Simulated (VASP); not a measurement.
A run of VASP 6.6.1 is set up as follows.

Contents of INCAR:

```
SYSTEM = P
ALGO = Normal
EDIFF = 1E-7
ENCUT = 520
GGA = PS
ISIF = 2
ISMEAR = 0
IVDW = 12
LASPH = .True.
LCHARG = .False.
LREAL = .False.
LWAVE = .False.
NBANDS = 30
NELM = 100
PREC = Accurate
SIGMA = 0.1
```

KPOINTS

```
k-points
0
Gamma
  10 4 10
  0 0 0
```

Contents of POSCAR:

```
P
1.0
    3.5500889447      0.0000000000      0.0000000000
    0.0000000000     10.4892900800      0.0000000000
    0.0000000000      0.0000000000      3.7010731072
P
8
Direct
    0.0000000000      0.8946907628      0.9450801701
    0.5000000000      0.8946907628      0.5549198299
    0.5000000000      0.6053092372      0.0549198299
    0.0000000000      0.6053092372      0.4450801701
    0.5000000000      0.3946907628      0.9450801701
    0.0000000000      0.3946907628      0.5549198299
    0.0000000000      0.1053092372      0.0549198299
    0.5000000000      0.1053092372      0.4450801701
```

Potentials or basis: VASP PAW PBE potentials, release 64 (P).

Run with:

```bash
$ cat potpaw_PBE.64/P/POTCAR > POTCAR
$ mpirun -np 1 vasp_std > vasp.out
```

Task: What does it give for the band gap on the k mesh?

Result: Zero (bands 20 and 21 overlap by 0.80 eV).

Task: Estimate the pressure.

Result: -4.7 GPa.

Task: Estimate the largest force.

Result: 0.031 eV/Å.

Task: Estimate the dispersion energy per atom.

Result: -0.326 eV.

Forces on the atoms (eV/Å):
```
P    0.000  0.023 -0.020
P    0.000  0.023  0.020
P    0.000 -0.023  0.020
P    0.000 -0.023 -0.020
P    0.000  0.023 -0.020
P    0.000  0.023  0.020
P    0.000 -0.023  0.020
P    0.000 -0.023 -0.020
```

Caveat: the cell differs from its parent crystal (biaxial strain in the a-b plane: +6.0 %, then relaxed in part); the cell stands under tension; the PAW data sets were made with another functional, which shifts forces and pressure a little.
